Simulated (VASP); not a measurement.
# Al (Cm) in VASP: notebook

Runs on Al. Level: PBEsol. Tasks: single point.

Everything below comes from runs of VASP 6.6.1. Logs are shortened: lines on timing, memory, paths and dates and some standing lists are left out, and cuts for length are marked.

**1. The cell of the first run**

It takes space group Cm (No. 8, monoclinic). The conventional cell has a = 4.913 Å, b = 2.836 Å, c = 18.685 Å, α = 90.00°, β = 93.77°, γ = 90.00°. Within 3.7 Å of Al (site symmetry m) lie 12 Al at 2.84 to 2.85 Å. Al (site symmetry m) has 12 Al at 2.84 to 2.85 Å within 3.7 Å. Within 3.7 Å of Al (site symmetry m) lie 12 Al at 2.84 to 2.85 Å. Within 3.7 Å of Al (site symmetry m) lie 12 Al at 2.84 to 2.85 Å. Al (site symmetry m) has 10 Al at 2.37 to 2.85 Å within 3.1 Å. Al (site symmetry m) has 12 Al at 2.84 to 2.85 Å within 3.7 Å. Within 3.1 Å of Al (site symmetry m) lie 10 Al at 2.37 to 2.85 Å. Within 3.7 Å of Al (site symmetry m) lie 12 Al at 2.84 to 2.85 Å.

**2. Single point, PBEsol (the part above a cut slid along it)**

INCAR reads:

```
SYSTEM = Al
PREC = Accurate
ENCUT = 520
EDIFF = 1E-6
ISMEAR = 0
SIGMA = 0.15
LREAL = .False.
LASPH = .True.
NELM = 80
ALGO = Fast
ISIF = 2
LWAVE = .False.
LCHARG = .True.
GGA = PS
LELF = .True.
LVHAR = .True.
NBANDS = 22
```

KPOINTS reads:

```
regular mesh
0
Gamma
  19 19 3
  0 0 0
```

POSCAR reads:

```
Al
1.0
   -2.8362844918      0.0000000000      0.0000000000
   -1.4181422459     -2.4562944223      0.0000000000
   -1.0636066844     -0.6140736056     18.6442989101
Al
8
Direct
   -0.0468750000     -0.0468750000      0.1875000000
   -0.1718750000     -0.1718750000      0.6875000000
    0.1302083333      0.1302083333      0.8125000000
    0.2552083333      0.2552083333      0.3125000000
   -0.2343750000     -0.2343750000      0.9375000000
   -0.1093750000     -0.1093750000      0.4375000000
    0.6510416667      0.6510416667      0.0625000000
    0.5260416667      0.5260416667      0.5625000000
```

Potentials or basis: VASP PAW PBE potentials, release 64 (Al).

Launch:

```
$ cat potpaw_PBE.64/Al/POTCAR > POTCAR
$ mpirun -np 1 vasp_std > vasp.out
```

OUTCAR:

```text
SYSTEM = Al
   PREC = Accurate
   ENCUT = 520
   EDIFF = 1E-6
   ISMEAR = 0
   LREAL = .False.
   LASPH = .True.
   NELM = 80
   ISIF = 2
   GGA = PS

 ion  position               nearest neighbor table
   1  0.953  0.953  0.188-   4 2.85   7 2.85   7 2.85   4 2.85   4 2.85   7 2.85
   2  0.828  0.828  0.688-   3 2.85   8 2.85   8 2.85   3 2.85   3 2.85   8 2.85
   3  0.130  0.130  0.812-   2 2.85   5 2.85   5 2.85   2 2.85   2 2.85   5 2.85
   4  0.255  0.255  0.312-   1 2.85   6 2.85   6 2.85   1 2.85   1 2.85   6 2.85
   5  0.766  0.766  0.938-   7 2.37   3 2.85   3 2.85   3 2.85
   6  0.891  0.891  0.438-   4 2.85   8 2.85   8 2.85   4 2.85   4 2.85   8 2.85
   7  0.651  0.651  0.062-   5 2.37   1 2.85   1 2.85   1 2.85
   8  0.526  0.526  0.562-   2 2.85   6 2.85   6 2.85   2 2.85   2 2.85   6 2.85

  LATTYP: Found a base centered monoclinic cell.
 ALAT       =     4.9125888445
 B/A-ratio  =     0.5773502692
 C/A-ratio  =     3.8034336477
 COS(beta)  =    -0.0657300805

  Lattice vectors:

 A1 = (   2.8362844918,   0.0000000000,   0.0000000000)
 A2 = (   1.4181422459,   2.4562944223,   0.0000000000)
 A3 = (  -1.0636066844,  -0.6140736056,  18.6442989101)

Analysis of symmetry for initial positions (statically):
=====================================================================
 Subroutine PRICEL returns:
 Original cell was already a primitive cell.

 Routine SETGRP: Setting up the symmetry group for a
 base centered monoclinic supercell.

 Subroutine GETGRP returns: Found  2 space group operations
 (whereof  2 operations were pure point group operations)
 out of a pool of  4 trial point group operations.

The static configuration has the point symmetry C_1h.

Analysis of symmetry for dynamics (positions and initial velocities):
=====================================================================
 Subroutine PRICEL returns:
 Original cell was already a primitive cell.

 Routine SETGRP: Setting up the symmetry group for a
 base centered monoclinic supercell.

 Subroutine GETGRP returns: Found  2 space group operations
 (whereof  2 operations were pure point group operations)
 out of a pool of  4 trial point group operations.

The dynamic configuration has the point symmetry C_1h.

 Subroutine INISYM returns: Found  2 space group operations
 (whereof  2 operations are pure point group operations),
 and found     1 'primitive' translations

----------------------------------------------------------------------------------------

                                     Primitive cell

  volume of cell :     129.8902

  direct lattice vectors                    reciprocal lattice vectors
    -2.836284492  0.000000000  0.000000000    -0.352573941  0.203558660 -0.013408925
    -1.418142246 -2.456294422  0.000000000     0.000000000 -0.407117319 -0.013408925
    -1.063606684 -0.614073606 18.644298910     0.000000000  0.000000000  0.053635699

  length of vectors
     2.836284492  2.836284492 18.684705709     0.407338079  0.407338079  0.053635699

  position of ions in fractional coordinates (direct lattice)
     0.953125000  0.953125000  0.187500000
     0.828125000  0.828125000  0.687500000
     0.130208333  0.130208333  0.812500000
     0.255208333  0.255208333  0.312500000
     0.765625000  0.765625000  0.937500000
     0.890625000  0.890625000  0.437500000
     0.651041667  0.651041667  0.062500000
     0.526041667  0.526041667  0.562500000

  ion indices of the primitive-cell ions
   primitive index   ion index
                 1           1
                 2           2
                 3           3
                 4           4
                 5           5
                 6           6
                 7           7
                 8           8

----------------------------------------------------------------------------------------

 KPOINTS: regular mesh

Automatic generation of k-mesh.
 Grid dimensions read from file:
 generate k-points for:   19   19    3

 Generating k-lattice:

  Cartesian coordinates                     Fractional coordinates (reciprocal lattice)
    -0.018556523  0.010713614 -0.000705733     0.052631579  0.000000000  0.000000000
     0.000000000 -0.021427227 -0.000705733     0.000000000  0.052631579 -0.000000000
     0.000000000  0.000000000  0.017878566     0.000000000  0.000000000  0.333333333

  Length of vectors
     0.021438846  0.021438846  0.017878566

  Shift w.r.t. Gamma in fractional coordinates (k-lattice)
     0.000000000  0.000000000  0.000000000

 Subroutine IBZKPT returns following result:
 ===========================================

 Found    290 irreducible k-points:

 Following reciprocal coordinates:
            Coordinates               Weight
  0.000000  0.000000  0.000000      1.000000
  0.052632  0.000000  0.000000      4.000000
  0.105263  0.000000  0.000000      4.000000
  0.157895  0.000000  0.000000      4.000000
  0.210526 -0.000000  0.000000      4.000000
  0.263158  0.000000  0.000000      4.000000
[... 16 lines left out ...]
 -0.315789  0.052632  0.000000      4.000000
 -0.263158  0.052632  0.000000      4.000000
 [... further k-points ...]
   k-points           NKPTS =    290   k-points in BZ     NKDIM =    290   number of bands    NBANDS=     22
   number of dos      NEDOS =    301   number of ions     NIONS =      8
   total plane-waves  NPLWV =  80640
   dimension x,y,z NGX =    24 NGY =   24 NGZ =  140
   dimension x,y,z NGXF=    48 NGYF=   48 NGZF=  280
   ions per type =               8
   NGX,Y,Z   is equivalent  to a cutoff of  14.07, 14.07, 12.46 a.u.
   NGXF,Y,Z  is equivalent  to a cutoff of  28.13, 28.13, 24.91 a.u.
 SYSTEM =  Al
   PREC   = accura    normal or accurate (medium, high low for compatibility)
   ISTART =      0    job   : 0-new  1-cont  2-samecut
   ICHARG =      2    charge: 1-file 2-atom 10-const
   ISPIN  =      1    spin polarized calculation?
   LNONCOLLINEAR =      F non collinear calculations
   LSORBIT =      F    spin-orbit coupling
   LASPH  =      T    aspherical Exc in radial PAW
   ENCUT  =  520.0 eV  38.22 Ry    6.18 a.u.   5.27  5.27 34.74*2*pi/ulx,y,z
   NELM   =     80;   NELMIN=  2; NELMDL= -5     # of ELM steps
   EDIFF  = 0.1E-05   stopping-criterion for ELM
   LREAL  =      F    real-space projection
   EDIFFG = 0.1E-04   stopping-criterion for IOM
   NSW    =      0    number of steps for IOM
   IBRION =     -1    ionic relax: 0-MD 1-quasi-New 2-CG
   NFREE  =      0    steps in history (QN), initial steepest desc. (CG)
   ISIF   =      2    stress and relaxation
   ISYM   =      2    0-nonsym 1-usesym 2-fastsym
   POTIM  = 0.5000    time-step for ionic-motion
   TEBEG  =    0.0;   TEEND  =   0.0 temperature during run
   PSTRESS=    0.0 pullay stress
   NELECT =      24.0000    total number of electrons
   NUPDOWN=      -1.0000    fix difference up-down
   EMIN   =  10.00;   EMAX   =-10.00  energy-range for DOS
   EFERMI =   0.00;   METHOD = LEGACY
   ISMEAR =     0;   SIGMA  =   0.15  broadening in eV -4-tet -1-fermi 0-gaus
   EFERMI_NEDOS =   21; number of points for ismear=-14 and -15
   IALGO  =     68    algorithm
   IMIX   =      4    mixing-type and parameters
     AMIX     =   0.40;   BMIX     =  1.00
     AMIX_MAG =   1.60;   BMIX_MAG =  1.00
  volume/ion in A,a.u.               =      16.24       109.57
  Fermi-wavevector in a.u.,A,eV,Ry     =   0.932438  1.762052 11.829450  0.869440
  Thomas-Fermi vector in A             =   2.059035
   LORBIT       =      0    0 simple, 1 ext, 2 COOP (PROOUT), +10 PAW based schemes
   GGA     = PS    functional components
   LHFCALC =     F    Hartree Fock is set to
   AEXX    =    0.0000 exact exchange contribution
   IVDW    =     0    specifies the selected vdW correction
   LEPSILON=     F    determine dielectric tensor
   LRPA    =     F    only Hartree local field effects (RPA)
 non-spin polarized calculation
 RMM-DIIS sequential band-by-band and
 Gauss-broadening in eV      SIGMA  =   0.15
  energy-cutoff  :      520.00
  volume of cell :      129.89
 maximum number of plane-waves:      3522
 NGX is ok and might be reduce to    24
   NGX = 11   NGY = 11   NGZ = 69

 number of electron      24.0000000 magnetization

 Free energy of the ion-electron system (eV)
  ---------------------------------------------------
  ext. energy  EPLUGINS =         0.00000000
  ---------------------------------------------------
  free energy    TOTEN  =       -32.21398645 eV

  energy without entropy =      -32.17773492  energy(sigma->0) =      -32.19586069

 E-fermi :   8.0896     XC(G=0): -10.3117

 val. band max:        8.0865926006   @ k =  -0.3684   0.3684   0.0000
 cond. band min:       8.0929714718   @ k =  -0.4211   0.3684   0.0000
 fundamental gap:      0.0063788711
 Fermi energy:         8.0896146353

 k-point     1 :       0.0000    0.0000    0.0000
  band No.  band energies     occupation
      1      -3.1309      2.00000
      2      -2.7217      2.00000
      3      -2.6850      2.00000
      4      -1.4462      2.00000
      5      -1.4261      2.00000
      6       0.6490      2.00000
[... 14 lines left out ...]
     21      19.2403      0.00000
     22      19.3388      0.00000

 k-point     2 :       0.0526    0.0000    0.0000
  band No.  band energies     occupation
      1      -3.0629      2.00000
      2      -2.6570      2.00000
      3      -2.6142      2.00000
      4      -1.3932      2.00000
      5      -1.3447      2.00000
      6       0.6831      2.00000
[... 14 lines left out ...]
     21      18.5321      0.00000
     22      18.6916      0.00000
[... 523 lines left out ...]
     21      13.4097      0.00000
     22      13.6743      0.00000

 k-point    24 :      -0.2632    0.0526    0.0000
  band No.  band energies     occupation
      1      -1.0403      2.00000
      2      -0.6665      2.00000
      3      -0.5721      2.00000
      4       0.5411      2.00000
      5       0.7156      2.00000
      6       2.5506      2.00000
[... 14 lines left out ...]
     21      13.7593      0.00000
     22      13.9713      0.00000

 [... further k-points ...]

------------------------ aborting loop because EDIFF is reached ----------------------------------------

  FORCE on cell =-STRESS in cart. coord.  units (eV):
  Direction    XX          YY          ZZ          XY          YZ          ZX
  --------------------------------------------------------------------------------------
  -------------------------------------------------------------------------------------
  Total        0.3053006      0.2232854      4.1308029      0.0710272      0.4966109      0.8601554
  in kB        3.7658405      2.7541952     50.9528857      0.8761105      6.1256277     10.6098986
  external PRESSURE =      19.1576405 kB  Pullay stress =       0.0000000 kB

 VOLUME and BASIS-vectors are now :
 -----------------------------------------------------------------------------
  energy-cutoff  :      520.00
  volume of cell :      129.89
      direct lattice vectors                 reciprocal lattice vectors
    -2.836284492  0.000000000  0.000000000    -0.352573941  0.203558660 -0.013408925
    -1.418142246 -2.456294422  0.000000000     0.000000000 -0.407117319 -0.013408925
    -1.063606684 -0.614073606 18.644298910     0.000000000  0.000000000  0.053635699

 POSITION                                       TOTAL-FORCE (eV/Angst)
 -----------------------------------------------------------------------------------
     -4.25443     -2.45629      3.49581        -0.008562     -0.004943     -0.069698
     -4.25443     -2.45629     12.81796        -0.008885     -0.005130     -0.008261
     -1.41814     -0.81876     15.14849         0.000295      0.000170      0.008628
     -1.41814     -0.81876      5.82634        -0.004707     -0.002718      0.016291
     -4.25443     -2.45629     17.47903        -0.378661     -0.218620     -1.744553
     -4.25443     -2.45629      8.15688        -0.002327     -0.001344      0.015678
     -2.83628     -1.63753      1.16527         0.402063      0.232131      1.793923
     -2.83628     -1.63753     10.48742         0.000784      0.000453     -0.012008
 -----------------------------------------------------------------------------------
    total drift:                                0.000001      0.000000     -0.000004

  FREE ENERGIE OF THE ION-ELECTRON SYSTEM (eV)
  ---------------------------------------------------
  free  energy   TOTEN  =       -32.2139864510 eV

  energy  without entropy=      -32.1777349241  energy(sigma->0) =      -32.19586069
```

It took 19 min on 1 thread of Oxide Virtual Turin-like, shared host; peak memory 0.63 GiB.

Results:

```yaml
Free_energy: -32.2140 eV
Pressure: 1.9 GPa
Largest_force: 1.853 eV/Å
Band_gap_on_the_k_mesh: zero (bands 12 and 13 overlap by 5.45 eV)
```

Forces in eV/Å, atoms in the order of the input:
```
Al  -0.009 -0.005 -0.070
Al  -0.009 -0.005 -0.008
Al   0.000  0.000  0.009
Al  -0.005 -0.003  0.016
Al  -0.379 -0.219 -1.745
Al  -0.002 -0.001  0.016
Al   0.402  0.232  1.794
Al   0.001  0.000 -0.012
```

Caveat: the cell differs from its parent crystal (the part above a cut slid along it); the PAW data sets were made with another functional, which shifts forces and pressure a little.

**3. Single point, PBEsol (the part above a cut slid along it)**

INCAR reads:

```
SYSTEM = Al
PREC = Accurate ; ENCUT = 520
EDIFF = 1E-6 ; ISMEAR = 0
SIGMA = 0.15 ; LREAL = .False.
LASPH = .True. ; NELM = 60
ALGO = Fast ; ISIF = 2
LWAVE = .False. ; LCHARG = .False.
GGA = PS ; NBANDS = 22
```

KPOINTS reads:

```
Automatic mesh
0
Gamma
  19 19 3
  0 0 0
```

POSCAR reads:

```
Al
1.0
   -2.8362844918      0.0000000000      0.0000000000
   -1.4181422459     -2.4562944223      0.0000000000
   -1.7728196216     -1.0235378858     18.6442989101
Al
8
Direct
   -0.0781312500     -0.0781312500      0.1875000000
   -0.2864812500     -0.2864812500      0.6875000000
   -0.0052354167     -0.0052354167      0.8125000000
    0.2031145833      0.2031145833      0.3125000000
   -0.3906562500     -0.3906562500      0.9375000000
   -0.1823062500     -0.1823062500      0.4375000000
    0.6406229167      0.6406229167      0.0625000000
    0.4322729167      0.4322729167      0.5625000000
```

Potentials or basis: VASP PAW PBE potentials, release 64 (Al).

Launch:

```
$ cat potpaw_PBE.64/Al/POTCAR > POTCAR
$ mpirun -np 1 vasp_std > vasp.out
```

OUTCAR:

```text
SYSTEM = Al
   PREC = Accurate
   ENCUT = 520
   EDIFF = 1E-6
   ISMEAR = 0
   LREAL = .False.
   LASPH = .True.
   NELM = 60
   ISIF = 2
   GGA = PS

 ion  position               nearest neighbor table
   1  0.922  0.922  0.188-   4 2.85   7 2.85   7 2.85   4 2.85   4 2.85   7 2.85
   2  0.714  0.714  0.688-   3 2.85   8 2.85   8 2.85   3 2.85   3 2.85   8 2.85
   3  0.995  0.995  0.812-   5 2.85   2 2.85   5 2.85   2 2.85   2 2.85   5 2.85
   4  0.203  0.203  0.312-   6 2.85   1 2.85   6 2.85   1 2.85   1 2.85   6 2.85
   5  0.609  0.609  0.938-   7 2.37   3 2.85   3 2.85   3 2.85
   6  0.818  0.818  0.438-   8 2.85   4 2.85   4 2.85   8 2.85   4 2.85   8 2.85
[... 819 lines left out ...]
  in kB        4.0518212      3.9089402     49.7157674      0.1237386     -6.0996464    -10.5648976
  external PRESSURE =      19.2255096 kB  Pullay stress =       0.0000000 kB

 VOLUME and BASIS-vectors are now :
 -----------------------------------------------------------------------------
  energy-cutoff  :      520.00
  volume of cell :      129.89
      direct lattice vectors                 reciprocal lattice vectors
    -2.836284492  0.000000000  0.000000000    -0.352573941  0.203558660 -0.022349996
    -1.418142246 -2.456294422  0.000000000     0.000000000 -0.407117319 -0.022349996
    -1.772819622 -1.023537886 18.644298910     0.000000000  0.000000000  0.053635699

 POSITION                                       TOTAL-FORCE (eV/Angst)
 -----------------------------------------------------------------------------------
     -4.25443     -2.45629      3.49581        -0.003615     -0.002087     -0.070028
     -4.25443     -2.45629     12.81796         0.009627      0.005558     -0.008274
     -5.67257     -3.27506     15.14849        -0.014047     -0.008110      0.005852
     -1.41814     -0.81876      5.82634         0.007136      0.004120      0.015723
     -4.25443     -2.45629     17.47903         0.389789      0.225045     -1.741234
     -4.25443     -2.45629      8.15688         0.001661      0.000959      0.016019
     -2.83628     -1.63753      1.16527        -0.390403     -0.225399      1.794278
     -2.83628     -1.63753     10.48742        -0.000147     -0.000085     -0.012335
 -----------------------------------------------------------------------------------
    total drift:                               -0.000006     -0.000004     -0.000006

  FREE ENERGIE OF THE ION-ELECTRON SYSTEM (eV)
  ---------------------------------------------------
  free  energy   TOTEN  =       -32.2142853165 eV

  energy  without entropy=      -32.1785132157  energy(sigma->0) =      -32.19639927
```

OSZICAR:

```text
N       E                     dE             d eps       ncg     rms          rms(c)
DAV:   1     0.189877398775E+02    0.18988E+02   -0.85292E+03 12760   0.876E+02
DAV:   2    -0.303182998226E+02   -0.49306E+02   -0.46609E+02 15802   0.114E+02
DAV:   3    -0.324249225440E+02   -0.21066E+01   -0.20212E+01 17248   0.186E+01
DAV:   4    -0.324530518446E+02   -0.28129E-01   -0.28039E-01 15602   0.224E+00
DAV:   5    -0.324533543370E+02   -0.30249E-03   -0.30244E-03 16634   0.268E-01    0.406E+00
RMM:   6    -0.323328253266E+02    0.12053E+00   -0.35455E-02 14592   0.626E-01    0.235E+00
RMM:   7    -0.325565506152E+02   -0.22373E+00   -0.95569E-02 17259   0.578E-01    0.181E+00
RMM:   8    -0.322163582598E+02    0.34019E+00   -0.65134E-02 17323   0.555E-01    0.275E-01
RMM:   9    -0.322177116396E+02   -0.13534E-02   -0.32639E-03 15259   0.215E-01    0.263E-01
RMM:  10    -0.322148049040E+02    0.29067E-02   -0.66858E-04 14953   0.985E-02    0.216E-01
RMM:  11    -0.322143523880E+02    0.45252E-03   -0.50452E-04 14934   0.807E-02    0.128E-01
RMM:  12    -0.322142832906E+02    0.69097E-04   -0.15602E-04 15308   0.481E-02    0.393E-02
RMM:  13    -0.322142855430E+02   -0.22524E-05   -0.28483E-05 15824   0.248E-02    0.243E-02
RMM:  14    -0.322142853165E+02    0.22653E-06   -0.40599E-06 13437   0.103E-02
   1 F= -.32214285E+02 E0= -.32196399E+02  d E =-.357721E-01
```

stdout:

```text
POSCAR found type information on POSCAR Al
 POSCAR found :  1 types and       8 ions
 scaLAPACK will be used
 -----------------------------------------------------------------------------
|                                                                             |
|                                                                             |
|     You enforced a specific xc type in the INCAR file but a different       |
|     I HOPE YOU KNOW WHAT YOU ARE DOING!                                     |
|                                                                             |
 -----------------------------------------------------------------------------

 LDA part: xc-table for (Slater+PW92), standard interpolation
 POSCAR, INCAR and KPOINTS ok, starting setup
 FFT: planning ... GRIDC
 FFT: planning ... GRID_SOFT
 FFT: planning ... GRID
 WAVECAR not read
 entering main loop
```

Wall time 19 min (1 thread of Oxide Virtual Turin-like, shared host); peak memory 0.63 GiB.

Results:

- Free energy: -32.2143 eV
- Pressure: 1.9 GPa
- Largest force: 1.850 eV/Å
- Band gap on the k mesh: zero (bands 12 and 13 overlap by 5.63 eV)

Forces on the atoms (eV/Å):
```
Al  -0.004 -0.002 -0.070
Al   0.010  0.006 -0.008
Al  -0.014 -0.008  0.006
Al   0.007  0.004  0.016
Al   0.390  0.225 -1.741
Al   0.002  0.001  0.016
Al  -0.390 -0.225  1.794
Al   0.000  0.000 -0.012
```

Stress tensor (GPa, compression positive):
```
 0.41  0.01 -1.06
 0.01  0.39 -0.61
-1.06 -0.61  4.97
```

Levels at points of the mesh, in eV from the Fermi level:
| k point | band 8 | band 9 | band 10 | band 11 | band 12 | band 13 | band 14 | band 15 | band 16 | band 17 |
| --- | --- | --- | --- | --- | --- | --- | --- | --- | --- | --- |
| (0.00, 0.00, 0.00) | -4.69 | -4.45 | -0.98 | -0.93 | 3.27 | 3.38 | 7.97 | 8.25 | 10.93 | 10.95 |

Caveat: the cell differs from its parent crystal (the part above a cut slid along it); the PAW data sets were made with another functional, which shifts forces and pressure a little.
